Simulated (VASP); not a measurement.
PbF2: single point with PBE

PbF2:

```
Pb F
1.0
     0.00000    2.96985    2.96985
     2.96985    0.00000    2.96985
     2.96985    2.96985    0.00000
Pb F
1 2
Direct
  0.89065 0.03645 0.03645
  0.25000 0.25000 0.25000
  0.75000 0.75000 0.75000
```

This cell differs from its parent crystal: all Pb atoms moved +0.375 Å, as atom 1 towards its neighbour atom 2 (F) at 2.572 Å.

```
Program                : VASP 6.6.1
Task                   : single point
Functional             : PBE
Potentials or basis    : VASP PAW PBE potentials, release 64 (Pb_d, F)
Cutoff                 : 520 eV
k mesh                 : 8 × 8 × 8
Occupations            : gaussian, width 0.05 eV
Spin                   : no spin polarisation
Dipole correction      : no
Further INCAR settings : ALGO = Normal; EDIFF = 1e-06; NBANDS = 21
```

```yaml
Pressure: 5.6 GPa
Largest_force: 1.222 eV/Å
Band_gap_on_the_k_mesh: 4.48 eV, indirect (least direct gap 4.70 eV)
```

Forces on the atoms (eV/Å):
```
Pb  -0.706  0.706  0.706
F    0.612 -0.612 -0.612
F    0.094 -0.094 -0.094
```

Stress tensor (GPa, compression positive):
```
 5.58 -1.93 -1.93
-1.93  5.58  1.93
-1.93  1.93  5.58
```

Levels at points of the mesh, in eV from the valence-band top:
| k point | band 12 | band 13 | band 14 | band 15 | band 16 | band 17 |
| --- | --- | --- | --- | --- | --- | --- |
| (0.00, 0.00, 0.00) | -2.10 | -2.10 | -1.97 | 6.72 | 6.72 | 7.43 |
| (0.50, 0.00, 0.00) | -2.36 | -2.36 | -0.14 | 5.18 | 7.61 | 7.61 |
| (0.00, 0.50, 0.00) | -2.31 | -2.17 | -0.09 | 4.88 | 7.60 | 8.07 |
| (0.50, 0.50, 0.00) | -1.82 | -1.60 | -0.22 | 4.48 | 7.66 | 7.87 |

Run time: 95 s on 1 thread of AMD EPYC 7R13 (shared host), peak memory 0.18 GiB.

Caveat: the cell differs from its parent crystal (all Pb atoms moved +0.375 Å, as atom 1 towards its neighbour atom 2 (F) at 2.572 Å); spin-orbit coupling is left out, which moves the levels of the heavy elements; forces of over 1 eV/Å act on the atoms, so gaps and moduli don't describe the material at rest. A k mesh can miss the band edges.
